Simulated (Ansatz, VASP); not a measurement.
# SnTe3 in VASP and in Ansatz

The input INCAR:

```
PREC = Accurate
ENCUT = 520
EDIFF = 1E-6
ISMEAR = -1
SIGMA = 0.05
LREAL = False
LASPH = True
NELM = 80
ALGO = Normal
ISIF = 2
LWAVE = False
LCHARG = False
NBANDS = 24
```

The input KPOINTS:

```
Automatic mesh
0
Gamma
  6 6 6
```

The input POSCAR:

```
SnTe3
1.0
    0.0000000000      3.9120303401      3.9120303401
    3.9120303401      0.0000000000      3.9120303401
    3.9120303401      3.9120303401      0.0000000000
Te Sn
3 1
Direct
    0.5000000000      0.5000000000      0.5000000000
    0.7500000000      0.7500000000      0.7500000000
    0.2500000000      0.2500000000      0.2500000000
    0.0000000000      0.0000000000      0.0000000000
```

Contents of input.yaml:

```yaml
crystal:
  lattice:
    - [0.0, 3.9120303401, 3.9120303401]
    - [3.9120303401, 0.0, 3.9120303401]
    - [3.9120303401, 3.9120303401, 0.0]
  atoms:
    - { symbol: Te, position: [0.5, 0.5, 0.5] }
    - { symbol: Te, position: [0.75, 0.75, 0.75] }
    - { symbol: Te, position: [0.25, 0.25, 0.25] }
    - { symbol: Sn, position: [0.0, 0.0, 0.0] }
kpoints:
  mp_grid: { grid: [6, 6, 6] }
scf:
  occupations: { method: fermi_dirac, width: 0.05 }
hamiltonian:
  xc: lda
  pseudopotentials: { kind: all_electron, lapw: { basis_error: 0.002 } }
output:
  forces: true
  stress: true
  eigenvalues: true
```

Change from the starting cell: volume scaled by 1.04.

Alike in both runs: task single point; functional LDA; k mesh 6 × 6 × 6; occupations fermi-dirac, width 0.05 eV; no spin polarisation.

```csv
,VASP,Ansatz
version,VASP 6.6.1,Ansatz 0.2.0
potentials or method,"VASP PAW LDA potentials, release 64 (Te, Sn_d), cutoff 520 eV","all-electron LAPW, scalar-relativistic"
```

|  | VASP | Ansatz | Ansatz less VASP |
| --- | --- | --- | --- |
| gap on the k mesh at the Fermi level (eV) | none | none | - |
| pressure (GPa) | -5.3 | -5.3 | +0.02 |

LDA's correlation is that of Perdew and Zunger in VASP and of Perdew and Wang (1992) in Ansatz. A gap of «none» marks a metal or a gap that the smearing closes. Ansatz ran all-electron here, and VASP with PAW potentials.

Spin-orbit coupling is off throughout.
